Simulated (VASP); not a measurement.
## Ir: single point with BLYP

Crystal: Ir.

```
Ir
1.0
     0.00000    2.02000    2.02000
     2.02000    0.00000    2.02000
     2.02000    2.02000    0.00000
Ir
1
Direct
  0.00000 0.00000 0.00000
```

This cell differs from its parent crystal: volume scaled by 1.08.

| Quantity | Value |
| --- | --- |
| Program | VASP 6.6.1 |
| Task | single point |
| Functional | BLYP |
| Potentials or basis | VASP PAW PBE potentials, release 64 (Ir) |
| Cutoff | 520 eV |
| k mesh | 22 × 22 × 22 |
| Occupations | fermi-dirac, width 0.1 eV |
| Spin | no spin polarisation |

- Pressure: -16.7 GPa

Levels at points of the mesh, in eV from the Fermi level:
| k point | band 1 | band 2 | band 3 | band 4 | band 5 | band 6 | band 7 | band 8 |
| --- | --- | --- | --- | --- | --- | --- | --- | --- |
| (0.00, 0.00, 0.00) | -9.34 | -3.05 | -3.05 | -3.05 | -0.96 | -0.96 | 14.88 | 19.44 |
| (0.50, 0.00, 0.00) | -6.51 | -3.11 | -3.11 | 0.00 | 0.68 | 0.68 | 5.90 | 14.43 |
| (0.50, 0.50, 0.00) | -6.20 | -5.76 | 0.64 | 1.12 | 1.12 | 2.06 | 8.63 | 11.20 |

Wall time 31 s on 1 thread of Intel(R) Xeon(R) Platinum 8259CL CPU @ 2.50GHz (Skylake/Cascade Lake) (shared host), peak memory 0.19 GiB.

Caveat: the PAW data sets were made with another functional, which shifts forces and pressure a little; spin-orbit coupling is left out, which moves the levels of the heavy elements.
